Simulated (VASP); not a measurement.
# PbO (Litharge) (P4/nmm) in VASP: settings compared

Aim: see how the results for PbO (Litharge) move with the level of theory and the settings. Levels: LDA, PBEsol. Tasks: single point.

All numbers are computed with VASP 6.6.1; they aren't measurements. Logs are shortened: lines on timing, memory, paths and dates and some standing lists are left out, and cuts for length are marked.

### Step 1. The cell of the first run

Symmetry: P4/nmm, No. 129, tetragonal system. Conventional cell: a = 3.945 Å, b = 3.945 Å, c = 4.891 Å, α = 90.00°, β = 90.00°, γ = 90.00°. Pb (site symmetry 4mm) has 4 O at 2.30 Å within 3.0 Å. O (site symmetry -4m2) has 4 Pb at 2.30 Å and 4 O at 2.79 Å within 3.0 Å.

### Step 2. Single point, LDA

The input, INCAR:

```
SYSTEM = PbO
PREC = Accurate
ENCUT = 520
EDIFF = 1E-7
ISMEAR = -1
SIGMA = 0.02
LREAL = .FALSE.
LASPH = .TRUE.
NELM = 60
ALGO = Normal
ISIF = 2
LWAVE = .FALSE.
LCHARG = .FALSE.
GGA = CA
NBANDS = 28
```

The input, KPOINTS:

```
Automatic mesh
0
G
  8 8 6
  0 0 0
```

The input, POSCAR:

```
PbO
1.0
    3.9449273079      0.0000000000      0.0000000000
    0.0000000000      3.9449273079      0.0000000000
    0.0000000000      0.0000000000      4.8912835687
Pb O
2 2
Direct
    0.0000000000      0.5000000000      0.2408245562
    0.5000000000      0.0000000000      0.7591754438
    0.0000000000      0.0000000000      0.0000000000
    0.5000000000      0.5000000000      0.0000000000
```

Potentials or basis: VASP PAW LDA potentials, release 64 (Pb_d, O).

Started as:

```
cat potpaw_LDA.64/Pb_d/POTCAR potpaw_LDA.64/O/POTCAR > POTCAR
mpirun -np 1 vasp_std > vasp.out
```

OUTCAR:

```text
SYSTEM = PbO
   PREC = Accurate
   ENCUT = 520
   EDIFF = 1E-7
   ISMEAR = -1
   LREAL = .FALSE.
   LASPH = .TRUE.
   NELM = 60
   ISIF = 2
   GGA = CA

 ion  position               nearest neighbor table
   1  0.000  0.500  0.241-   3 2.30   4 2.30   3 2.30   4 2.30   2 3.65   2 3.65   2 3.65   2 3.65
                             2 3.77   2 3.77   2 3.77   2 3.77
   2  0.500  0.000  0.759-   3 2.30   4 2.30   4 2.30   3 2.30   1 3.65   1 3.65   1 3.65   1 3.65
                             1 3.77   1 3.77   1 3.77   1 3.77
   3  0.000  0.000  0.000-   1 2.30   2 2.30   1 2.30   2 2.30
   4  0.500  0.500  0.000-   1 2.30   2 2.30   2 2.30   1 2.30

  LATTYP: Found a simple tetragonal cell.
 ALAT       =     3.9449273079
 C/A-ratio  =     1.2398919389

  Lattice vectors:

 A1 = (   3.9449273079,   0.0000000000,   0.0000000000)
 A2 = (   0.0000000000,   3.9449273079,   0.0000000000)
 A3 = (   0.0000000000,   0.0000000000,   4.8912835687)

Analysis of symmetry for initial positions (statically):
=====================================================================
 Subroutine PRICEL returns:
 Original cell was already a primitive cell.

 Routine SETGRP: Setting up the symmetry group for a
 simple tetragonal supercell.

 Subroutine GETGRP returns: Found 16 space group operations
 (whereof  8 operations were pure point group operations)
 out of a pool of 16 trial point group operations.

The static configuration has the point symmetry D_2d.
 The point group associated with its full space group is D_4h.

Analysis of symmetry for dynamics (positions and initial velocities):
=====================================================================
 Subroutine PRICEL returns:
 Original cell was already a primitive cell.

 Routine SETGRP: Setting up the symmetry group for a
 simple tetragonal supercell.

 Subroutine GETGRP returns: Found 16 space group operations
 (whereof  8 operations were pure point group operations)
 out of a pool of 16 trial point group operations.

The dynamic configuration has the point symmetry D_2d.
 The point group associated with its full space group is D_4h.

 Subroutine INISYM returns: Found 16 space group operations
 (whereof  8 operations are pure point group operations),
 and found     1 'primitive' translations

----------------------------------------------------------------------------------------

                                     Primitive cell

  volume of cell :      76.1204

  direct lattice vectors                    reciprocal lattice vectors
     3.944927308  0.000000000  0.000000000     0.253490095  0.000000000  0.000000000
     0.000000000  3.944927308  0.000000000     0.000000000  0.253490095  0.000000000
     0.000000000  0.000000000  4.891283569     0.000000000  0.000000000  0.204445313

  length of vectors
     3.944927308  3.944927308  4.891283569     0.253490095  0.253490095  0.204445313

  position of ions in fractional coordinates (direct lattice)
     0.000000000  0.500000000  0.240824556
     0.500000000  0.000000000  0.759175444
     0.000000000  0.000000000  0.000000000
     0.500000000  0.500000000  0.000000000

  ion indices of the primitive-cell ions
   primitive index   ion index
                 1           1
                 2           2
                 3           3
                 4           4

----------------------------------------------------------------------------------------

 KPOINTS: Automatic mesh

Automatic generation of k-mesh.
 Grid dimensions read from file:
 generate k-points for:    8    8    6

 Generating k-lattice:

  Cartesian coordinates                     Fractional coordinates (reciprocal lattice)
     0.031686262  0.000000000  0.000000000     0.125000000  0.000000000  0.000000000
     0.000000000  0.031686262  0.000000000     0.000000000  0.125000000  0.000000000
     0.000000000  0.000000000  0.034074219     0.000000000  0.000000000  0.166666667

  Length of vectors
     0.031686262  0.031686262  0.034074219

  Shift w.r.t. Gamma in fractional coordinates (k-lattice)
     0.000000000  0.000000000  0.000000000

 Subroutine IBZKPT returns following result:
 ===========================================

 Found     60 irreducible k-points:

 Following reciprocal coordinates:
            Coordinates               Weight
  0.000000  0.000000  0.000000      1.000000
  0.125000  0.000000  0.000000      4.000000
  0.250000  0.000000  0.000000      4.000000
  0.375000  0.000000  0.000000      4.000000
  0.500000  0.000000  0.000000      2.000000
  0.125000  0.125000  0.000000      4.000000
[... 16 lines left out ...]
  0.375000  0.125000  0.166667     16.000000
  0.500000  0.125000  0.166667      8.000000
 [... further k-points ...]
   k-points           NKPTS =     60   k-points in BZ     NKDIM =     60   number of bands    NBANDS=     28
   number of dos      NEDOS =    301   number of ions     NIONS =      4
   total plane-waves  NPLWV =  32400
   dimension x,y,z NGX =    30 NGY =   30 NGZ =   36
   dimension x,y,z NGXF=    60 NGYF=   60 NGZF=   72
   ions per type =               2   2
   NGX,Y,Z   is equivalent  to a cutoff of  12.64, 12.64, 12.24 a.u.
   NGXF,Y,Z  is equivalent  to a cutoff of  25.29, 25.29, 24.47 a.u.
 SYSTEM =  PbO
   PREC   = accura    normal or accurate (medium, high low for compatibility)
   ISTART =      0    job   : 0-new  1-cont  2-samecut
   ICHARG =      2    charge: 1-file 2-atom 10-const
   ISPIN  =      1    spin polarized calculation?
   LNONCOLLINEAR =      F non collinear calculations
   LSORBIT =      F    spin-orbit coupling
   LASPH  =      T    aspherical Exc in radial PAW
   ENCUT  =  520.0 eV  38.22 Ry    6.18 a.u.   7.33  7.33  9.09*2*pi/ulx,y,z
   NELM   =     60;   NELMIN=  2; NELMDL= -5     # of ELM steps
   EDIFF  = 0.1E-06   stopping-criterion for ELM
   LREAL  =      F    real-space projection
   EDIFFG = 0.1E-05   stopping-criterion for IOM
   NSW    =      0    number of steps for IOM
   IBRION =     -1    ionic relax: 0-MD 1-quasi-New 2-CG
   NFREE  =      0    steps in history (QN), initial steepest desc. (CG)
   ISIF   =      2    stress and relaxation
   ISYM   =      2    0-nonsym 1-usesym 2-fastsym
   POTIM  = 0.5000    time-step for ionic-motion
   TEBEG  =    0.0;   TEEND  =   0.0 temperature during run
   PSTRESS=    0.0 pullay stress
   NELECT =      40.0000    total number of electrons
   NUPDOWN=      -1.0000    fix difference up-down
   EMIN   =  10.00;   EMAX   =-10.00  energy-range for DOS
   EFERMI =   0.00;   METHOD = LEGACY
   ISMEAR =    -1;   SIGMA  =   0.02  broadening in eV -4-tet -1-fermi 0-gaus
   EFERMI_NEDOS =   21; number of points for ismear=-14 and -15
   IALGO  =     38    algorithm
   IMIX   =      4    mixing-type and parameters
     AMIX     =   0.40;   BMIX     =  1.00
     AMIX_MAG =   1.60;   BMIX_MAG =  1.00
  volume/ion in A,a.u.               =      19.03       128.42
  Fermi-wavevector in a.u.,A,eV,Ry     =   1.321076  2.496472 23.745464  1.745242
  Thomas-Fermi vector in A             =   2.450856
   LORBIT       =      0    0 simple, 1 ext, 2 COOP (PROOUT), +10 PAW based schemes
   GGA     = CA    functional components
   LHFCALC =     F    Hartree Fock is set to
   AEXX    =    0.0000 exact exchange contribution
   IVDW    =     0    specifies the selected vdW correction
   LEPSILON=     F    determine dielectric tensor
   LRPA    =     F    only Hartree local field effects (RPA)
 non-spin polarized calculation
  energy-cutoff  :      520.00
  volume of cell :       76.12
 maximum number of plane-waves:      2090
 NGX is ok and might be reduce to    30
   NGX = 15   NGY = 15   NGZ = 19

 number of electron      39.9999990 magnetization

 Free energy of the ion-electron system (eV)
  ---------------------------------------------------
  ext. energy  EPLUGINS =         0.00000000
  ---------------------------------------------------
  free energy    TOTEN  =       -24.40312168 eV

  energy without entropy =      -24.40312168  energy(sigma->0) =      -24.40312168

 E-fermi :   5.7140     XC(G=0): -10.5284

 val. band max:        5.3127817267   @ k =   0.1250   0.0000   0.0000
 cond. band min:       6.3436733357   @ k =   0.5000   0.5000   0.0000
 fundamental gap:      1.0308916090
 Fermi energy:         5.7139510630

 k-point     1 :       0.0000    0.0000    0.0000
  band No.  band energies     occupation
      1     -13.1155      2.00000
      2     -12.5343      2.00000
      3     -10.7183      2.00000
      4     -10.7183      2.00000
      5     -10.6419      2.00000
      6     -10.6232      2.00000
[... 20 lines left out ...]
     27      12.7615      0.00000
     28      13.2563      0.00000

 k-point     2 :       0.1250    0.0000    0.0000
  band No.  band energies     occupation
      1     -13.0774      2.00000
      2     -12.5448      2.00000
      3     -10.7090      2.00000
      4     -10.7082      2.00000
      5     -10.6282      2.00000
      6     -10.6132      2.00000
[... 20 lines left out ...]
     27      12.9713      0.00000
     28      14.3020      0.00000

 k-point     3 :       0.2500    0.0000    0.0000
  band No.  band energies     occupation
      1     -12.9787      2.00000
      2     -12.5801      2.00000
      3     -10.6830      2.00000
      4     -10.6797      2.00000
      5     -10.5886      2.00000
      6     -10.5874      2.00000
[... 20 lines left out ...]
     27      13.2340      0.00000
     28      16.1635      0.00000

 k-point     4 :       0.3750    0.0000    0.0000
  band No.  band energies     occupation
      1     -12.8553      2.00000
      2     -12.6451      2.00000
      3     -10.6456      2.00000
      4     -10.6412      2.00000
      5     -10.5807      2.00000
      6     -10.5703      2.00000
[... 578 lines left out ...]
     27      14.2097      0.00000
     28      15.6041      0.00000

 k-point    23 :       0.3750    0.1250    0.1667
  band No.  band energies     occupation
      1     -12.8404      2.00000
      2     -12.6481      2.00000
      3     -10.6565      2.00000
      4     -10.6219      2.00000
      5     -10.5865      2.00000
      6     -10.5592      2.00000
[... 20 lines left out ...]
     27      14.4718      0.00000
     28      15.0031      0.00000

 k-point    24 :       0.5000    0.1250    0.1667
  band No.  band energies     occupation
      1     -12.7355      2.00000
      2     -12.7355      2.00000
      3     -10.6279      2.00000
      4     -10.6279      2.00000
      5     -10.5785      2.00000
      6     -10.5785      2.00000
[... 20 lines left out ...]
     27      14.7098      0.00000
     28      14.7098      0.00000

 [... further k-points ...]
[... 5 lines left out ...]
  --------------------------------------------------------------------------------------
  -------------------------------------------------------------------------------------
  Total        0.0956212      0.0956212      0.1051191      0.0000000     -0.0000000      0.0000000
  in kB        2.0126302      2.0126302      2.2125417      0.0000000     -0.0000000      0.0000000
  external PRESSURE =       2.0792673 kB  Pullay stress =       0.0000000 kB

 VOLUME and BASIS-vectors are now :
 -----------------------------------------------------------------------------
  energy-cutoff  :      520.00
  volume of cell :       76.12
      direct lattice vectors                 reciprocal lattice vectors
     3.944927308  0.000000000  0.000000000     0.253490095  0.000000000  0.000000000
     0.000000000  3.944927308  0.000000000     0.000000000  0.253490095  0.000000000
     0.000000000  0.000000000  4.891283569     0.000000000  0.000000000  0.204445313

 POSITION                                       TOTAL-FORCE (eV/Angst)
 -----------------------------------------------------------------------------------
      0.00000      1.97246      1.17794        -0.000000      0.000000      0.071700
      1.97246      0.00000      3.71334         0.000000      0.000000     -0.071700
      0.00000      0.00000      0.00000        -0.000000     -0.000000      0.000000
      1.97246      1.97246      0.00000        -0.000000      0.000000      0.000000
 -----------------------------------------------------------------------------------
    total drift:                                0.000000      0.000000      0.000000

  FREE ENERGIE OF THE ION-ELECTRON SYSTEM (eV)
  ---------------------------------------------------
  free  energy   TOTEN  =       -24.4031216751 eV

  energy  without entropy=      -24.4031216751  energy(sigma->0) =      -24.40312168
```

Wall time 2.5 min (1 thread of Intel Xeon 8259CL, shared host); peak memory 0.23 GiB.

Results:

| Quantity | Value |
| --- | --- |
| Free energy | -24.4031 eV |
| Pressure | 0.2 GPa |
| Largest force | 0.072 eV/Å |
| Band gap on the k mesh | 1.03 eV, indirect (least direct gap 2.20 eV) |

Forces in eV/Å, atoms in the order of the input:
```
Pb   0.000  0.000  0.072
Pb   0.000  0.000 -0.072
O    0.000  0.000  0.000
O    0.000  0.000  0.000
```

Caveat: spin-orbit coupling is left out, which moves the levels of the heavy elements. A k mesh can miss the band edges.

### Step 3. Single point, PBEsol

This run uses another cell than the first one, of 20.20 Å³/atom, 1.061 times its volume.

The input, INCAR:

```
SYSTEM = PbO
ALGO = Normal ; EDIFF = 1E-7
ENCUT = 520 ; GGA = PS
ISIF = 2 ; ISMEAR = -1
LASPH = .True. ; LCHARG = .False.
LREAL = .False. ; LWAVE = .False.
NBANDS = 28 ; NELM = 80
PREC = Accurate ; SIGMA = 0.02
```

The input, KPOINTS:

```
k-points
0
Gamma
  8 8 6
  0 0 0
```

The input, POSCAR:

```
PbO
1.0
    3.9877374947      0.0000000000      0.0000000000
    0.0000000000      3.9877374947      0.0000000000
    0.0000000000      0.0000000000      5.0810449159
Pb O
2 2
Direct
    0.0000000000      0.5000000000      0.2330855189
    0.5000000000      0.0000000000      0.7669144811
    0.0000000000      0.0000000000      0.0000000000
    0.5000000000      0.5000000000      0.0000000000
```

Potentials or basis: VASP PAW PBE potentials, release 64 (Pb_d, O).

Started as:

```
cat potpaw_PBE.64/Pb_d/POTCAR potpaw_PBE.64/O/POTCAR > POTCAR
mpirun -np 1 vasp_std > vasp.out
```

Wall time 2.9 min (1 thread of Intel Xeon 8259CL, shared host); peak memory 0.26 GiB.

Results (log left out):

* Free energy: -22.8750 eV
* Pressure: 0.1 GPa
* Largest force: 0.045 eV/Å
* Band gap on the k mesh: 1.24 eV, indirect (least direct gap 2.20 eV)

Forces on the atoms (eV/Å):
```
Pb   0.000  0.000  0.045
Pb   0.000  0.000 -0.045
O    0.000  0.000  0.000
O    0.000  0.000  0.000
```

Levels at points of the mesh, in eV from the valence-band top:
```csv
k point,band 16,band 17,band 18,band 19,band 20,band 21,band 22,band 23,band 24,band 25
"(0.00, 0.00, 0.00)",-4.29,-1.69,-1.66,-1.66,-0.01,2.23,5.24,5.68,5.68,6.48
"(0.50, 0.00, 0.00)",-3.21,-3.02,-3.02,-1.63,-1.63,3.30,3.30,6.39,6.39,6.68
"(0.50, 0.50, 0.00)",-3.44,-1.64,-1.64,-1.03,-1.03,1.24,1.24,5.19,5.19,7.70
"(0.00, 0.00, 0.50)",-4.14,-1.73,-1.69,-1.69,-0.92,1.83,4.05,4.05,4.23,8.58
"(0.50, 0.00, 0.50)",-3.67,-2.99,-2.99,-0.98,-0.98,3.00,3.00,6.33,6.33,7.21
"(0.50, 0.50, 0.50)",-3.86,-2.19,-2.19,-1.03,-1.03,3.46,3.46,4.57,4.57,5.66
```

Caveat: the PAW data sets were made with another functional, which shifts forces and pressure a little; spin-orbit coupling is left out, which moves the levels of the heavy elements.
